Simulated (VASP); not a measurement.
Here is a VASP 6.6.1 calculation.

File INCAR:

```
ALGO = Normal
EDIFF = 1E-6
ENCUT = 520
GGA = PE
ISIF = 2
ISMEAR = 0
LASPH = T
LCHARG = F
LREAL = F
LWAVE = F
NBANDS = 16
NELM = 100
PREC = Accurate
SIGMA = 0.05
```

KPOINTS

```
k-points
0
Gamma
  9 9 6
```

Contents of POSCAR:

```
MgO
1.0
    3.5632055155      0.0000000000      0.0000000000
   -1.7816027578      3.0858264953      0.0000000000
    0.0000000000      0.0000000000      4.2941172505
Mg O
2 2
Direct
    0.3333333333      0.6666666667      0.0021597400
    0.6666666667      0.3333333333      0.5021597400
    0.3333333333      0.6666666667      0.4024402600
    0.6666666667      0.3333333333      0.9024402600
```

Potentials or basis: VASP PAW PBE potentials, release 64 (Mg, O).

Run with:

```console
$ cat potpaw_PBE.64/Mg/POTCAR potpaw_PBE.64/O/POTCAR > POTCAR
$ mpirun -np 1 vasp_std > vasp.out
```

Question: Estimate the pressure.

Answer: 10.8 GPa.

Question: What does it give for the band gap on the k mesh?

Answer: 3.28 eV, direct.

Question: Predict the largest force.

Answer: 4.621 eV/Å.

Stress tensor (GPa, compression positive):
```
-8.15  0.00  0.00
 0.00 -8.15  0.00
 0.00  0.00 48.81
```

Caveat: forces of over 1 eV/Å act on the atoms, so gaps and moduli don't describe the material at rest. A k mesh can miss the band edges.
